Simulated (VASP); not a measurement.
# SiC (I-4m2) in VASP: further runs

SiC is run at these levels: r2SCAN; tasks: single point.

All numbers are computed with VASP 6.6.1; they aren't measurements. Logs are shortened: lines on timing, memory, paths and dates and some standing lists are left out, and cuts for length are marked.

**1. The cell of the first run**

Symmetry: I-4m2, No. 119, tetragonal system. Conventional cell: a = 2.930 Å, b = 2.930 Å, c = 4.487 Å, α = 90.00°, β = 90.00°, γ = 90.00°. Si (site symmetry -4m2) has 4 C at 1.85 Å within 2.4 Å. Within 2.4 Å of C (site symmetry -4m2) lie 4 Si at 1.85 Å.

**2. Single point, r2SCAN (epitaxial xy strain -4.9%)**

Contents of POSCAR:

```
SiC
1.0
    0.0000000000      2.0717633977      2.2435524377
    2.0717633977      0.0000000000      2.2435524377
    2.0717633977      2.0717633977      0.0000000000
Si C
1 1
Direct
    0.0000000000      0.0000000000      0.0000000000
    0.2500000000      0.2500000000      0.2500000000
```

Contents of INCAR.step1:

```
PREC     = Accurate       # precision mode
ENCUT    = 520            # plane-wave cutoff, eV
ISMEAR   = 0              # smearing method
SIGMA    = 0.01           # smearing width, eV
LREAL    = F              # projectors in reciprocal space
LASPH    = T              # aspherical terms in the spheres
NELM     = 80             # most SCF steps
NBANDS   = 11             # bands
GGA      = PE             # functional
ALGO     = Normal         # electronic algorithm
EDIFF    = 1E-4           # SCF threshold, eV
LWAVE    = T              # write WAVECAR
LCHARG   = F              # write CHGCAR
```

Contents of INCAR.step2:

```
PREC     = Accurate       # precision mode
ENCUT    = 520            # plane-wave cutoff, eV
EDIFF    = 1E-6           # SCF threshold, eV
ISMEAR   = 0              # smearing method
SIGMA    = 0.01           # smearing width, eV
LREAL    = F              # projectors in reciprocal space
LASPH    = T              # aspherical terms in the spheres
NELM     = 80             # most SCF steps
ALGO     = Normal         # electronic algorithm
ISIF     = 2              # what is computed and relaxed
LWAVE    = F              # write WAVECAR
LCHARG   = F              # write CHGCAR
METAGGA  = R2SCAN         # meta-GGA
LMIXTAU  = T            
NBANDS   = 11             # bands
ISTART   = 1
```

Contents of KPOINTS:

```
regular mesh
0
Gamma
  10 10 10
```

Potentials or basis: VASP PAW PBE potentials, release 64 (Si, C).

Command:

```sh
$ cat potpaw_PBE.64/Si/POTCAR potpaw_PBE.64/C/POTCAR > POTCAR
$ cp INCAR.step1 INCAR
$ mpirun -np 1 vasp_std > vasp.out
$ cp INCAR.step2 INCAR
$ mpirun -np 1 vasp_std > vasp.out
```

OUTCAR:

```text
PREC = Accurate
   ENCUT = 520
   EDIFF = 1E-6
   ISMEAR = 0
   LREAL = F
   LASPH = T
   NELM = 80
   ISIF = 2
   METAGGA = R2SCAN
   ISTART = 1

 ion  position               nearest neighbor table
   1  0.000  0.000  0.000-   2 1.85   2 1.85   2 1.85   2 1.85
   2  0.250  0.250  0.250-   1 1.85   1 1.85   1 1.85   1 1.85

  LATTYP: Found a body centered tetragonal cell.
 ALAT       =     2.9299158951
 C/A-ratio  =     1.5314790718

  Lattice vectors:

 A1 = (  -2.0717633977,   0.0000000000,   2.2435524377)
 A2 = (   2.0717633977,   0.0000000000,   2.2435524377)
 A3 = (   0.0000000000,   2.0717633977,  -2.2435524377)

Analysis of symmetry for initial positions (statically):
=====================================================================
 Subroutine PRICEL returns:
 Original cell was already a primitive cell.

 Routine SETGRP: Setting up the symmetry group for a
 body centered tetragonal supercell.

 Subroutine GETGRP returns: Found  8 space group operations
 (whereof  8 operations were pure point group operations)
 out of a pool of 16 trial point group operations.

The static configuration has the point symmetry D_2d.

Analysis of symmetry for dynamics (positions and initial velocities):
=====================================================================
 Subroutine PRICEL returns:
 Original cell was already a primitive cell.

 Routine SETGRP: Setting up the symmetry group for a
 body centered tetragonal supercell.

 Subroutine GETGRP returns: Found  8 space group operations
 (whereof  8 operations were pure point group operations)
 out of a pool of 16 trial point group operations.

The dynamic configuration has the point symmetry D_2d.

 Subroutine INISYM returns: Found  8 space group operations
 (whereof  8 operations are pure point group operations),
 and found     1 'primitive' translations

----------------------------------------------------------------------------------------

                                     Primitive cell

  volume of cell :      19.2596

  direct lattice vectors                    reciprocal lattice vectors
     0.000000000  2.071763398  2.243552438    -0.241340300  0.241340300  0.222860849
     2.071763398  0.000000000  2.243552438     0.241340300 -0.241340300  0.222860849
     2.071763398  2.071763398  0.000000000     0.241340300  0.241340300 -0.222860849

  length of vectors
     3.053806005  3.053806005  2.929915895     0.407623894  0.407623894  0.407623894

  position of ions in fractional coordinates (direct lattice)
     0.000000000  0.000000000  0.000000000
     0.250000000  0.250000000  0.250000000

  ion indices of the primitive-cell ions
   primitive index   ion index
                 1           1
                 2           2

----------------------------------------------------------------------------------------

 KPOINTS: regular mesh

Automatic generation of k-mesh.
 Grid dimensions read from file:
 generate k-points for:   10   10   10

 Generating k-lattice:

  Cartesian coordinates                     Fractional coordinates (reciprocal lattice)
    -0.024134030  0.024134030  0.022286085     0.100000000  0.000000000  0.000000000
     0.024134030 -0.024134030  0.022286085     0.000000000  0.100000000  0.000000000
     0.024134030  0.024134030 -0.022286085     0.000000000  0.000000000  0.100000000

  Length of vectors
     0.040762389  0.040762389  0.040762389

  Shift w.r.t. Gamma in fractional coordinates (k-lattice)
     0.000000000  0.000000000  0.000000000

 Subroutine IBZKPT returns following result:
 ===========================================

 Found    102 irreducible k-points:

 Following reciprocal coordinates:
            Coordinates               Weight
  0.000000  0.000000  0.000000      1.000000
  0.100000  0.000000  0.000000      8.000000
  0.200000  0.000000  0.000000      8.000000
  0.300000  0.000000  0.000000      8.000000
  0.400000 -0.000000  0.000000      8.000000
  0.500000 -0.000000  0.000000      4.000000
[... 16 lines left out ...]
  0.300000  0.300000  0.000000      2.000000
  0.400000  0.300000  0.000000      8.000000
 [... further k-points ...]
   k-points           NKPTS =    102   k-points in BZ     NKDIM =    102   number of bands    NBANDS=     11
   number of dos      NEDOS =    301   number of ions     NIONS =      2
   total plane-waves  NPLWV =  13824
   dimension x,y,z NGX =    24 NGY =   24 NGZ =   24
   dimension x,y,z NGXF=    48 NGYF=   48 NGZF=   48
   ions per type =               1   1
   NGX,Y,Z   is equivalent  to a cutoff of  13.07, 13.07, 13.62 a.u.
   NGXF,Y,Z  is equivalent  to a cutoff of  26.13, 26.13, 27.24 a.u.
 SYSTEM =  unknown system
   PREC   = accura    normal or accurate (medium, high low for compatibility)
   ISTART =      1    job   : 0-new  1-cont  2-samecut
   ICHARG =      0    charge: 1-file 2-atom 10-const
   ISPIN  =      1    spin polarized calculation?
   LNONCOLLINEAR =      F non collinear calculations
   LSORBIT =      F    spin-orbit coupling
   LASPH  =      T    aspherical Exc in radial PAW
   ENCUT  =  520.0 eV  38.22 Ry    6.18 a.u.   5.68  5.68  5.45*2*pi/ulx,y,z
   NELM   =     80;   NELMIN=  2; NELMDL=  0     # of ELM steps
   EDIFF  = 0.1E-05   stopping-criterion for ELM
   LREAL  =      F    real-space projection
   EDIFFG = 0.1E-04   stopping-criterion for IOM
   NSW    =      0    number of steps for IOM
   IBRION =     -1    ionic relax: 0-MD 1-quasi-New 2-CG
   NFREE  =      0    steps in history (QN), initial steepest desc. (CG)
   ISIF   =      2    stress and relaxation
   ISYM   =      2    0-nonsym 1-usesym 2-fastsym
   POTIM  = 0.5000    time-step for ionic-motion
   TEBEG  =    0.0;   TEEND  =   0.0 temperature during run
   PSTRESS=    0.0 pullay stress
   NELECT =       8.0000    total number of electrons
   NUPDOWN=      -1.0000    fix difference up-down
   EMIN   =  10.00;   EMAX   =-10.00  energy-range for DOS
   EFERMI =   0.00;   METHOD = LEGACY
   ISMEAR =     0;   SIGMA  =   0.01  broadening in eV -4-tet -1-fermi 0-gaus
   EFERMI_NEDOS =   21; number of points for ismear=-14 and -15
   IALGO  =     38    algorithm
   IMIX   =      4    mixing-type and parameters
     AMIX     =   0.40;   BMIX     =  1.00
     AMIX_MAG =   1.60;   BMIX_MAG =  1.00
  volume/ion in A,a.u.               =       9.63        64.98
  Fermi-wavevector in a.u.,A,eV,Ry     =   1.221488  2.308278 20.300351  1.492034
  Thomas-Fermi vector in A             =   2.356669
   LORBIT       =      0    0 simple, 1 ext, 2 COOP (PROOUT), +10 PAW based schemes
   METAGGA = R2SCAN    functional components
   LHFCALC =     F    Hartree Fock is set to
   AEXX    =    0.0000 exact exchange contribution
   IVDW    =     0    specifies the selected vdW correction
   LEPSILON=     F    determine dielectric tensor
   LRPA    =     F    only Hartree local field effects (RPA)
 non-spin polarized calculation
 Gauss-broadening in eV      SIGMA  =   0.01
  energy-cutoff  :      520.00
  volume of cell :       19.26
 maximum number of plane-waves:       541
   NGX = 11   NGY = 11   NGZ = 11

 number of electron       7.9999999 magnetization

 Free energy of the ion-electron system (eV)
  ---------------------------------------------------
  ext. energy  EPLUGINS =         0.00000000
  ---------------------------------------------------
  free energy    TOTEN  =       -19.17092384 eV

  energy without entropy =      -19.17092384  energy(sigma->0) =      -19.17092384

 E-fermi :   9.1838     XC(G=0): -12.2653

 val. band max:        9.0679694212   @ k =  -0.1000   0.1000   0.0000
 cond. band min:      10.2723346363   @ k =   0.5000   0.0000   0.5000
 fundamental gap:      1.2043652151
 Fermi energy:         9.1837974256

 k-point     1 :       0.0000    0.0000    0.0000
  band No.  band energies     occupation
      1      -7.9479      2.00000
      2       8.3958      2.00000
      3       9.0516      2.00000
      4       9.0516      2.00000
      5      16.4960      0.00000
      6      17.1822      0.00000
      7      17.1822      0.00000
      8      17.3550      0.00000
      9      22.9341      0.00000
     10      25.7496      0.00000
     11      25.8480      0.00000

 k-point     2 :       0.1000    0.0000    0.0000
  band No.  band energies     occupation
      1      -7.7329      2.00000
      2       7.6827      2.00000
      3       8.5213      2.00000
      4       8.9504      2.00000
      5      16.5614      0.00000
      6      17.3580      0.00000
      7      17.4800      0.00000
      8      17.8762      0.00000
      9      22.2324      0.00000
     10      24.6021      0.00000
     11      26.7125      0.00000

 k-point     3 :       0.2000    0.0000    0.0000
  band No.  band energies     occupation
      1      -7.0977      2.00000
      2       5.4875      2.00000
      3       8.0133      2.00000
      4       8.7187      2.00000
      5      15.9781      0.00000
      6      17.7081      0.00000
      7      18.0540      0.00000
      8      19.1501      0.00000
      9      22.2373      0.00000
     10      23.4191      0.00000
     11      26.2831      0.00000

 k-point     4 :       0.3000    0.0000    0.0000
  band No.  band energies     occupation
      1      -6.0820      2.00000
      2       2.9833      2.00000
      3       7.5569      2.00000
      4       8.4841      2.00000
      5      15.3241      0.00000
      6      17.4675      0.00000
      7      18.1365      0.00000
      8      20.1494      0.00000
      9      23.7356      0.00000
     10      23.8247      0.00000
     11      26.2238      0.00000

 k-point     5 :       0.4000   -0.0000    0.0000
  band No.  band energies     occupation
      1      -4.8267      2.00000
      2       0.7410      2.00000
      3       7.2412      2.00000
      4       8.3263      2.00000
      5      14.8485      0.00000
      6      17.1945      0.00000
      7      17.7759      0.00000
      8      20.3618      0.00000
      9      25.7008      0.00000
     10      25.7431      0.00000
     11      27.5003      0.00000
[... 211 lines left out ...]
 k-point    21 :      -0.3000    0.2000    0.0000
  band No.  band energies     occupation
      1      -4.4657      2.00000
      2       1.6788      2.00000
      3       4.2024      2.00000
      4       8.1873      2.00000
      5      15.9043      0.00000
      6      18.0012      0.00000
      7      19.0858      0.00000
      8      20.2998      0.00000
      9      22.8206      0.00000
     10      26.6660      0.00000
     11      29.0565      0.00000

 k-point    22 :      -0.2000    0.2000    0.0000
  band No.  band energies     occupation
      1      -5.6437      2.00000
      2       3.4676      2.00000
      3       4.9128      2.00000
      4       8.6825      2.00000
      5      16.7542      0.00000
      6      17.9778      0.00000
      7      18.6552      0.00000
      8      19.0023      0.00000
      9      21.5797      0.00000
     10      26.4441      0.00000
     11      28.0163      0.00000

 k-point    23 :       0.3000    0.3000    0.0000
  band No.  band energies     occupation
      1      -5.6921      2.00000
      2       3.5657      2.00000
      3       6.7993      2.00000
      4       6.7993      2.00000
      5      12.7359      0.00000
      6      16.0142      0.00000
      7      22.0388      0.00000
      8      22.0388      0.00000
      9      22.1155      0.00000
     10      28.3925      0.00000
     11      32.4087      0.00000

 k-point    24 :       0.4000    0.3000    0.0000
  band No.  band energies     occupation
      1      -4.8039      2.00000
      2       2.3476      2.00000
      3       5.7331      2.00000
      4       6.5619      2.00000
      5      12.5830      0.00000
      6      16.2178      0.00000
      7      21.8000      0.00000
      8      22.6395      0.00000
      9      24.0758      0.00000
     10      29.1169      0.00000
     11      32.0445      0.00000

 [... further k-points ...]
[... 5 lines left out ...]
  --------------------------------------------------------------------------------------
  -------------------------------------------------------------------------------------
  Total        3.1925536      3.1925536     -0.0401661      0.0000000      0.0000000      0.0000000
  in kB      265.5842104    265.5842104     -3.3413674      0.0000000      0.0000000      0.0000000
  external PRESSURE =     175.9423511 kB  Pullay stress =       0.0000000 kB

 VOLUME and BASIS-vectors are now :
 -----------------------------------------------------------------------------
  energy-cutoff  :      520.00
  volume of cell :       19.26
      direct lattice vectors                 reciprocal lattice vectors
     0.000000000  2.071763398  2.243552438    -0.241340300  0.241340300  0.222860849
     2.071763398  0.000000000  2.243552438     0.241340300 -0.241340300  0.222860849
     2.071763398  2.071763398  0.000000000     0.241340300  0.241340300 -0.222860849

 POSITION                                       TOTAL-FORCE (eV/Angst)
 -----------------------------------------------------------------------------------
      0.00000      0.00000      0.00000         0.000000      0.000000      0.000000
      1.03588      1.03588      1.12178         0.000000      0.000000      0.000000
 -----------------------------------------------------------------------------------
    total drift:                               -0.000001     -0.000001      0.000001

  FREE ENERGIE OF THE ION-ELECTRON SYSTEM (eV)
  ---------------------------------------------------
  free  energy   TOTEN  =       -19.1709238433 eV

  energy  without entropy=      -19.1709238433  energy(sigma->0) =      -19.17092384
```

Wall time 2.3 min (1 thread of AMD EPYC 7R13, shared host); peak memory 0.12 GiB.

Results:

```
Free energy            : -19.1709 eV
Pressure               : 17.6 GPa
Band gap on the k mesh : 1.20 eV, indirect (least direct gap 5.06 eV)
```

Stress tensor (GPa, compression positive):
```
26.56  0.00  0.00
 0.00 26.56  0.00
 0.00  0.00 -0.33
```

Caveat: the cell differs from its parent crystal (epitaxial xy strain -4.9%); the PAW data sets were made with another functional, which shifts forces and pressure a little.

**3. Single point, r2SCAN (uniaxial z strain -2.3%)**

Contents of POSCAR:

```
SiC
1.0
    0.0000000000      2.1780523525      2.1283927589
    2.1780523525      0.0000000000      2.1283927589
    2.1780523525      2.1780523525      0.0000000000
Si C
1 1
Direct
    0.0000000000      0.0000000000      0.0000000000
    0.2500000000      0.2500000000      0.2500000000
```

Contents of INCAR.step1:

```
SYSTEM = SiC
PREC = Accurate
ENCUT = 520
ISMEAR = 0
SIGMA = 0.01
LREAL = .False.
LASPH = .True.
NELM = 60
NBANDS = 11
GGA = PE
ALGO = Normal
EDIFF = 1E-4
LWAVE = .True.
LCHARG = .False.
```

Contents of INCAR.step2:

```
SYSTEM = SiC
PREC = Accurate
ENCUT = 520
EDIFF = 1E-6
ISMEAR = 0
SIGMA = 0.01
LREAL = .False.
LASPH = .True.
NELM = 60
ALGO = Normal
ISIF = 2
LWAVE = .False.
LCHARG = .False.
METAGGA = R2SCAN
LMIXTAU = .True.
NBANDS = 11
ISTART = 1
```

Contents of KPOINTS:

```
Automatic mesh
0
Gamma
  10 10 10
  0 0 0
```

Potentials or basis: VASP PAW PBE potentials, release 64 (Si, C).

Command:

```sh
$ cat potpaw_PBE.64/Si/POTCAR potpaw_PBE.64/C/POTCAR > POTCAR
$ cp INCAR.step1 INCAR
$ mpirun -np 1 vasp_std > vasp.out
$ cp INCAR.step2 INCAR
$ mpirun -np 1 vasp_std > vasp.out
```

It took 2.3 min on 1 thread of AMD EPYC 7R13, shared host; peak memory 0.12 GiB.

Results (log left out):

```yaml
Free_energy: -19.3132 eV
Pressure: 5.3 GPa
Band_gap_on_the_k_mesh: 1.46 eV, indirect (least direct gap 5.06 eV)
```

Stress tensor (GPa, compression positive):
```
3.21 0.00 0.00
0.00 3.21 0.00
0.00 0.00 9.40
```

Levels at points of the mesh, in eV from the valence-band top:
| k point | band 1 | band 2 | band 3 | band 4 | band 5 | band 6 | band 7 | band 8 |
| --- | --- | --- | --- | --- | --- | --- | --- | --- |
| (0.00, 0.00, 0.00) | -16.48 | -0.16 | -0.16 | 0.00 | 7.03 | 7.88 | 7.95 | 7.95 |
| (0.50, 0.00, 0.00) | -12.76 | -9.06 | -1.36 | -1.07 | 6.07 | 7.57 | 8.00 | 11.01 |
| (0.50, 0.50, 0.00) | -11.15 | -8.03 | -3.66 | -3.66 | 1.46 | 4.53 | 15.26 | 15.26 |
| (0.50, 0.00, 0.50) | -11.34 | -8.33 | -3.41 | -3.38 | 1.68 | 4.95 | 14.97 | 15.75 |

Caveat: the cell differs from its parent crystal (uniaxial z strain -2.3%); the PAW data sets were made with another functional, which shifts forces and pressure a little. A k mesh can miss the band edges.
